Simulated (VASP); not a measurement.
# CoSi (P2_13) in VASP: single point with PBE

Aim: the single point of CoSi with PBE.

Program: VASP 6.6.1. These are calculated values, not measurements. Logs are shortened: lines on timing, memory, paths and dates and some standing lists are left out, and cuts for length are marked.

### Step 1. The cell of the first run

The structure is cubic, space group P2_13 (No. 198). The conventional cell has a = 4.438 Å, b = 4.438 Å, c = 4.438 Å, α = 90.00°, β = 90.00°, γ = 90.00°. Within 3.0 Å of Co (site symmetry 3) lie 7 Si at 2.28 to 2.47 Å and 6 Co at 2.72 Å. Si (site symmetry 3) has 7 Co at 2.28 to 2.47 Å and 6 Si at 2.75 Å within 3.0 Å.

### Step 2. Single point, PBE

The input, INCAR:

```
PREC = Accurate
ENCUT = 520
EDIFF = 1E-6
ISMEAR = 0
SIGMA = 0.03
LREAL = False
LASPH = True
NELM = 100
ALGO = Normal
ISIF = 2
LWAVE = False
LCHARG = False
GGA = PE
NBANDS = 36
```

The input, KPOINTS:

```
regular mesh
0
Gamma
  16 16 16
```

The input, POSCAR:

```
CoSi
1.0
    4.4380000000      0.0000000000      0.0000000000
    0.0000000000      4.4380000000      0.0000000000
    0.0000000000      0.0000000000      4.4380000000
Co Si
4 4
Direct
    0.1400000000      0.1400000000      0.1400000000
    0.3600000000      0.8600000000      0.6400000000
    0.6400000000      0.3600000000      0.8600000000
    0.8600000000      0.6400000000      0.3600000000
    0.8430000000      0.8430000000      0.8430000000
    0.6570000000      0.1570000000      0.3430000000
    0.3430000000      0.6570000000      0.1570000000
    0.1570000000      0.3430000000      0.6570000000
```

Potentials or basis: VASP PAW PBE potentials, release 64 (Co, Si).

Launch:

```
cat potpaw_PBE.64/Co/POTCAR potpaw_PBE.64/Si/POTCAR > POTCAR
mpirun -np 1 vasp_std > vasp.out
```

OUTCAR:

```text
PREC = Accurate
   ENCUT = 520
   EDIFF = 1E-6
   ISMEAR = 0
   LREAL = False
   LASPH = True
   NELM = 100
   ISIF = 2
   GGA = PE

 ion  position               nearest neighbor table
   1  0.140  0.140  0.140-   5 2.28   6 2.33   7 2.33   8 2.33   7 2.47   8 2.47   6 2.47   2 2.72
                             4 2.72   2 2.72   4 2.72   3 2.72   3 2.72
   2  0.360  0.860  0.640-   6 2.28   5 2.33   7 2.33   8 2.33   7 2.47   8 2.47   5 2.47   1 2.72
                             3 2.72   1 2.72   3 2.72   4 2.72   4 2.72
   3  0.640  0.360  0.860-   7 2.28   6 2.33   5 2.33   8 2.33   8 2.47   6 2.47   5 2.47   4 2.72
                             2 2.72   2 2.72   4 2.72   1 2.72   1 2.72
   4  0.860  0.640  0.360-   8 2.28   6 2.33   7 2.33   5 2.33   6 2.47   5 2.47   7 2.47   3 2.72
                             1 2.72   1 2.72   3 2.72   2 2.72   2 2.72
   5  0.843  0.843  0.843-   1 2.28   2 2.33   3 2.33   4 2.33   3 2.47   4 2.47   2 2.47   6 2.75
                             7 2.75   8 2.75   6 2.75   8 2.75   7 2.75
   6  0.657  0.157  0.343-   2 2.28   1 2.33   3 2.33   4 2.33   3 2.47   4 2.47   1 2.47   8 2.75
                             5 2.75   5 2.75   7 2.75   7 2.75   8 2.75
   7  0.343  0.657  0.157-   3 2.28   2 2.33   1 2.33   4 2.33   4 2.47   2 2.47   1 2.47   8 2.75
                             5 2.75   8 2.75   6 2.75   6 2.75   5 2.75
   8  0.157  0.343  0.657-   4 2.28   2 2.33   3 2.33   1 2.33   2 2.47   1 2.47   3 2.47   7 2.75
                             5 2.75   7 2.75   5 2.75   6 2.75   6 2.75

  LATTYP: Found a simple cubic cell.
 ALAT       =     4.4380000000

  Lattice vectors:

 A1 = (   4.4380000000,   0.0000000000,   0.0000000000)
 A2 = (   0.0000000000,   4.4380000000,   0.0000000000)
 A3 = (   0.0000000000,   0.0000000000,   4.4380000000)

Analysis of symmetry for initial positions (statically):
=====================================================================
 Subroutine PRICEL returns:
 Original cell was already a primitive cell.

 Routine SETGRP: Setting up the symmetry group for a
 simple cubic supercell.

 Subroutine GETGRP returns: Found 12 space group operations
 (whereof  3 operations were pure point group operations)
 out of a pool of 48 trial point group operations.

The static configuration has the point symmetry C_3 .
 The point group associated with its full space group is T   .

Analysis of symmetry for dynamics (positions and initial velocities):
=====================================================================
 Subroutine PRICEL returns:
 Original cell was already a primitive cell.

[... 127 lines left out ...]
   ISYM   =      2    0-nonsym 1-usesym 2-fastsym
   POTIM  = 0.5000    time-step for ionic-motion
   TEBEG  =    0.0;   TEEND  =   0.0 temperature during run
   PSTRESS=    0.0 pullay stress
   NELECT =      52.0000    total number of electrons
   NUPDOWN=      -1.0000    fix difference up-down
   EMIN   =  10.00;   EMAX   =-10.00  energy-range for DOS
   EFERMI =   0.00;   METHOD = LEGACY
   ISMEAR =     0;   SIGMA  =   0.03  broadening in eV -4-tet -1-fermi 0-gaus
   EFERMI_NEDOS =   21; number of points for ismear=-14 and -15
   IALGO  =     38    algorithm
   IMIX   =      4    mixing-type and parameters
     AMIX     =   0.40;   BMIX     =  1.00
     AMIX_MAG =   1.60;   BMIX_MAG =  1.00
  volume/ion in A,a.u.               =      10.93        73.73
  Fermi-wavevector in a.u.,A,eV,Ry     =   1.376856  2.601881 25.793021  1.895734
  Thomas-Fermi vector in A             =   2.502063
   LORBIT       =      0    0 simple, 1 ext, 2 COOP (PROOUT), +10 PAW based schemes
   GGA     = PE    functional components
   LHFCALC =     F    Hartree Fock is set to
   AEXX    =    0.0000 exact exchange contribution
   IVDW    =     0    specifies the selected vdW correction
   LEPSILON=     F    determine dielectric tensor
   LRPA    =     F    only Hartree local field effects (RPA)
 non-spin polarized calculation
 Gauss-broadening in eV      SIGMA  =   0.03
  energy-cutoff  :      520.00
  volume of cell :       87.41
 maximum number of plane-waves:      2375
 NGX is ok and might be reduce to    36
   NGX = 17   NGY = 17   NGZ = 17

 number of electron      51.9999992 magnetization

 Free energy of the ion-electron system (eV)
  ---------------------------------------------------
  ext. energy  EPLUGINS =         0.00000000
  ---------------------------------------------------
  free energy    TOTEN  =       -54.72627462 eV

  energy without entropy =      -54.72560352  energy(sigma->0) =      -54.72593907

 E-fermi :  12.0366     XC(G=0): -12.8397

 val. band max:       12.0330048094   @ k =   0.1250   0.1250   0.0625
 cond. band min:      12.0378685856   @ k =   0.0625   0.0625   0.0000
 fundamental gap:      0.0048637762
 Fermi energy:        12.0365654520

 k-point     1 :       0.0000    0.0000    0.0000
  band No.  band energies     occupation
      1      -1.5953      2.00000
      2       3.8865      2.00000
      3       3.8865      2.00000
      4       3.8865      2.00000
      5       6.5957      2.00000
      6       6.5957      2.00000
[... 925 lines left out ...]
     35      17.1342      0.00000
     36      17.1342      0.00000

 [... further k-points ...]

------------------------ aborting loop because EDIFF is reached ----------------------------------------

  FORCE on cell =-STRESS in cart. coord.  units (eV):
  Direction    XX          YY          ZZ          XY          YZ          ZX
  --------------------------------------------------------------------------------------
  -------------------------------------------------------------------------------------
  Total       -0.2029834     -0.2029834     -0.2029834     -0.0000000      0.0000000      0.0000000
  in kB       -3.7205670     -3.7205670     -3.7205670     -0.0000000      0.0000000      0.0000000
  external PRESSURE =      -3.7205670 kB  Pullay stress =       0.0000000 kB

 VOLUME and BASIS-vectors are now :
 -----------------------------------------------------------------------------
  energy-cutoff  :      520.00
  volume of cell :       87.41
      direct lattice vectors                 reciprocal lattice vectors
     4.438000000  0.000000000  0.000000000     0.225326724  0.000000000  0.000000000
     0.000000000  4.438000000  0.000000000     0.000000000  0.225326724  0.000000000
     0.000000000  0.000000000  4.438000000     0.000000000  0.000000000  0.225326724

 POSITION                                       TOTAL-FORCE (eV/Angst)
 -----------------------------------------------------------------------------------
      0.62132      0.62132      0.62132         0.157055      0.157055      0.157055
      1.59768      3.81668      2.84032        -0.157055     -0.157055      0.157055
      2.84032      1.59768      3.81668         0.157055     -0.157055     -0.157055
      3.81668      2.84032      1.59768        -0.157055      0.157055     -0.157055
      3.74123      3.74123      3.74123        -0.020347     -0.020347     -0.020347
      2.91577      0.69677      1.52223         0.020347      0.020347     -0.020347
      1.52223      2.91577      0.69677        -0.020347      0.020347      0.020347
      0.69677      1.52223      2.91577         0.020347     -0.020347      0.020347
 -----------------------------------------------------------------------------------
    total drift:                               -0.000000      0.000000      0.000000

  FREE ENERGIE OF THE ION-ELECTRON SYSTEM (eV)
  ---------------------------------------------------
  free  energy   TOTEN  =       -54.7262746230 eV

  energy  without entropy=      -54.7256035162  energy(sigma->0) =      -54.72593907
```

stdout:

```text
POSCAR found type information on POSCAR CoSi
 POSCAR found :  2 types and       8 ions
 scaLAPACK will be used
 LDA part: xc-table for (Slater+PW92), standard interpolation
 POSCAR, INCAR and KPOINTS ok, starting setup
 FFT: planning ... GRIDC
 FFT: planning ... GRID_SOFT
 FFT: planning ... GRID
 WAVECAR not read
 entering main loop
```

Wall time 5.2 min (1 thread of Intel Xeon 6975P-C (Granite Rapids), shared host); peak memory 0.64 GiB.

What came out:

| Item | Value |
| --- | --- |
| Free energy | -54.7263 eV |
| Pressure | -0.4 GPa |
| Largest force | 0.272 eV/Å |
| Band gap on the k mesh | zero (band 26 reaches 12.04 eV, above the bottom of band 27 at 11.84 eV) |

Forces on the atoms (eV/Å):
```
Co   0.157  0.157  0.157
Co  -0.157 -0.157  0.157
Co   0.157 -0.157 -0.157
Co  -0.157  0.157 -0.157
Si  -0.020 -0.020 -0.020
Si   0.020  0.020 -0.020
Si  -0.020  0.020  0.020
Si   0.020 -0.020  0.020
```

Levels at points of the mesh, in eV from the Fermi level:
| k point | band 24 | band 25 | band 26 | band 27 | band 28 | band 29 |
| --- | --- | --- | --- | --- | --- | --- |
| (0.00, 0.00, 0.00) | -0.76 | 0.00 | 0.00 | 0.00 | 2.48 | 2.48 |
| (0.50, 0.00, 0.00) | -0.65 | -0.45 | -0.45 | 1.01 | 1.01 | 1.47 |
| (0.50, 0.50, 0.00) | -0.99 | -0.01 | -0.01 | 0.58 | 0.58 | 2.00 |
| (0.50, 0.50, 0.50) | -1.20 | -0.20 | -0.20 | -0.20 | -0.20 | 5.35 |
